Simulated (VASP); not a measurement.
# Ga: single point with PBEsol

Crystal: Ga.

```
CELL_PARAMETERS angstrom
1.46908 -4.11849 0.00000
1.46908 4.11849 0.00000
0.00000 0.00000 3.21172
ATOMIC_POSITIONS crystal
Ga 0.13300 0.86700 0.75000
Ga 0.86700 0.13300 0.25000
```

* Program: VASP 6.6.1
* Task: single point
* Functional: PBEsol
* Potentials or basis: VASP PAW PBE potentials, release 64 (Ga_d)
* Cutoff: 520 eV
* k mesh: 10 × 10 × 8
* Occupations: fermi-dirac, width 0.05 eV
* Spin: no spin polarisation
* Dipole correction: no
* Further INCAR settings: ALGO = Normal; EDIFF = 1e-06; NBANDS = 20

| Property | Result |
| --- | --- |
| Pressure | -3.9 GPa |
| Largest force | 0.195 eV/Å |
| Band gap on the k mesh | zero (band 13 reaches 10.13 eV, above the bottom of band 14 at 1.07 eV) |

Forces in eV/Å, atoms in the order of the input:
```
Ga   0.000 -0.195  0.000
Ga   0.000  0.195  0.000
```

Stress tensor (GPa, compression positive):
```
-5.04  0.00  0.00
 0.00 -3.77  0.00
 0.00  0.00 -2.96
```

Levels at points of the mesh, in eV from the Fermi level:
| k point | band 10 | band 11 | band 12 | band 13 | band 14 | band 15 | band 16 | band 17 |
| --- | --- | --- | --- | --- | --- | --- | --- | --- |
| (0.00, 0.00, 0.00) | -14.50 | -10.85 | -2.06 | -1.59 | 2.93 | 6.55 | 7.69 | 8.60 |
| (0.50, 0.00, 0.00) | -14.55 | -6.50 | -5.16 | -1.57 | -0.38 | 6.36 | 6.60 | 8.69 |
| (0.50, 0.50, 0.00) | -14.57 | -8.89 | -8.27 | 5.09 | 5.73 | 5.79 | 6.88 | 7.01 |
| (0.00, 0.00, 0.50) | -14.58 | -7.14 | -7.14 | 1.93 | 1.93 | 2.49 | 2.49 | 10.08 |
| (0.50, 0.00, 0.50) | -14.55 | -2.96 | -2.96 | -1.46 | -1.46 | 1.93 | 1.93 | 4.24 |
| (0.50, 0.50, 0.50) | -14.62 | -5.44 | -5.44 | -3.97 | -3.97 | 9.38 | 9.38 | 11.15 |

Run time: 90 s on 1 thread of Intel(R) Xeon(R) Platinum 8259CL CPU @ 2.50GHz (Skylake/Cascade Lake), on a shared host, peak memory 0.24 GiB.

Caveat: the PAW data sets were made with another functional, which shifts forces and pressure a little.
